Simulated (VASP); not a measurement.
Write the native input for VASP 6.6.1 that does the following.

```
Task                   : single point
Functional             : PBE
Potentials or basis    : VASP PAW PBE potentials, release 64 (Tl_d, Sn_d, Cl)
Cutoff                 : 520 eV
k mesh                 : 6 × 6 × 6
Occupations            : fermi-dirac, width 0.02 eV
Spin                   : no spin polarisation
Dipole correction      : no
Further INCAR settings : ALGO = Normal; EDIFF = 1e-06; NBANDS = 32
```

The structure of TlSnCl3 lies in POSCAR:

```
TlSnCl3
1.0
    5.5173601512      0.0000000000      0.0000000000
    0.0000000000      5.5173601512      0.0000000000
    0.0000000000      0.0000000000      5.5173601512
Tl Sn Cl
1 1 3
Direct
    0.0000000000      0.0000000000      0.0000000000
    0.5000000000      0.5000000000      0.5000000000
    0.5000000000      0.5000000000      0.0000000000
    0.5000000000      0.0000000000      0.5000000000
    0.0000000000      0.5000000000      0.5000000000
```

The input as run:

INCAR

```
SYSTEM = TlSnCl3
PREC     = Accurate       ! precision mode
ENCUT    = 520            ! plane-wave cutoff, eV
EDIFF    = 1E-6           ! SCF threshold, eV
ISMEAR   = -1             ! smearing method
SIGMA    = 0.02           ! smearing width, eV
LREAL    = .FALSE.        ! projectors in reciprocal space
LASPH    = .TRUE.         ! aspherical terms in the spheres
NELM     = 80             ! most SCF steps
ALGO     = Normal         ! electronic algorithm
ISIF     = 2              ! what is computed and relaxed
LWAVE    = .FALSE.        ! write WAVECAR
LCHARG   = .FALSE.        ! write CHGCAR
GGA      = PE             ! functional
NBANDS   = 32             ! bands
```

KPOINTS

```
Automatic mesh
0
G
  6 6 6
  0 0 0
```

Potentials or basis: VASP PAW PBE potentials, release 64 (Tl_d, Sn_d, Cl).

Run with:

```sh
$ cat potpaw_PBE.64/Tl_d/POTCAR potpaw_PBE.64/Sn_d/POTCAR potpaw_PBE.64/Cl/POTCAR > POTCAR
$ mpirun -np 1 vasp_std > vasp.out
```

It gave:

```
Pressure               : 0.8 GPa
Band gap on the k mesh : 0.64 eV (least direct gap 0.76 eV)
```

Caveat: spin-orbit coupling is left out, which moves the levels of the heavy elements.

Wall time 46 s on 1 thread of Intel(R) Xeon(R) 6975P-C (Granite Rapids) (shared host), peak memory 0.31 GiB.
